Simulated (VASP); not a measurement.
Write the native input for VASP 6.6.1 that does the following.

- Task: single point
- Functional: PBEsol
- Potentials or basis: VASP PAW PBE potentials, release 64 (Al, Ga_d, N)
- Cutoff: 520 eV
- k mesh: 8 × 5 × 3
- Occupations: gaussian, width 0.05 eV
- Spin: no spin polarisation
- Dipole correction: no
- Further INCAR settings: LREAL = Auto; ALGO = Normal; EDIFF = 1e-07; NBANDS = 76

The structure of AlGa3N4 lies in POSCAR:

```
AlGa3N4
1.0
    0.0000000000     -3.1649847989      0.0000000000
    0.0035856878      0.0000000000     -5.4784941327
   10.2847023913      0.0000000000      0.0002430091
Al Ga N
2 6 8
Direct
    0.5000000000      0.3326423761      0.0003017113
    0.5000000000      0.3326423761      0.5003017113
    0.5000000000      0.6650804199      0.2495583513
    0.5000000000      0.6650804199      0.7495583513
    0.0000000000      0.1684429999      0.2495136924
    0.0000000000      0.1684429999      0.7495136924
    0.0000000000      0.8338194712      0.4999308907
    0.0000000000      0.8338194712      0.9999308907
    0.5000000000      0.6599025845      0.0598343767
    0.5000000000      0.6599025845      0.5598343767
    0.0000000000      0.1736239410      0.0588229896
    0.0000000000      0.1736239410      0.5588229896
    0.0000000000      0.8337837128      0.3102218196
    0.0000000000      0.8337837128      0.8102218196
    0.5000000000      0.3327034946      0.3156161733
    0.5000000000      0.3327034946      0.8156161733
```

These files were run (other wordings do the same):

INCAR

```
SYSTEM = AlGa3N4
ALGO = Normal
EDIFF = 1E-7
ENCUT = 520
GGA = PS
ISIF = 2
ISMEAR = 0
LASPH = .TRUE.
LCHARG = .FALSE.
LREAL = Auto
LUSENCCL = .FALSE.
LWAVE = .FALSE.
NBANDS = 76
NELM = 80
PREC = Accurate
SIGMA = 0.05
```

KPOINTS

```
k-points
0
G
  8 5 3
  0 0 0
```

Potentials or basis: VASP PAW PBE potentials, release 64 (Al, Ga_d, N).

Run with:

```bash
$ cat potpaw_PBE.64/Al/POTCAR potpaw_PBE.64/Ga_d/POTCAR potpaw_PBE.64/N/POTCAR > POTCAR
$ mpirun -np 1 vasp_std > vasp.out
```

It gave:

```
Pressure               : -0.2 GPa
Largest force          : 0.013 eV/Å
Band gap on the k mesh : 2.38 eV
```

Caveat: the PAW data sets were made with another functional, which shifts forces and pressure a little.

Wall time 7.8 min on 1 × NVIDIA H100 80GB with 1 thread of Intel(R) Xeon(R) Platinum 8481C CPU @ 2.70GHz (Sapphire Rapids) (shared host), peak memory 1.5 GiB.
